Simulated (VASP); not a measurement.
Input of a VASP 6.6.1 run:

File INCAR:

```
PREC = Accurate ; ENCUT = 520
EDIFF = 1E-7 ; ISMEAR = -1
SIGMA = 0.05 ; LREAL = False
LASPH = True ; NELM = 100
ALGO = Normal ; ISIF = 2
LWAVE = False ; LCHARG = False
GGA = PE ; NBANDS = 12
```

KPOINTS

```
regular mesh
0
Gamma
  17 17 10
```

The input POSCAR:

```
P
1.0
    2.0615769313      0.0000000000      0.0000000000
   -1.0307884657      1.7853779944      0.0000000000
    0.0000000000      0.0000000000      3.3930963022
P
2
Direct
    0.3333333333      0.6666666667      0.2500000000
    0.6666666667      0.3333333333      0.7500000000
```

Potentials or basis: VASP PAW PBE potentials, release 64 (P).

Launch:

```console
$ cat potpaw_PBE.64/P/POTCAR > POTCAR
$ mpirun -np 1 vasp_std > vasp.out
```

(1) What does it give for the band gap on the k mesh?

(2) Estimate the pressure.

Results:

(1) zero (bands 5 and 6 overlap by 20.80 eV).

(2) 387.5 GPa.

Caveat: the cell stands under pressure.
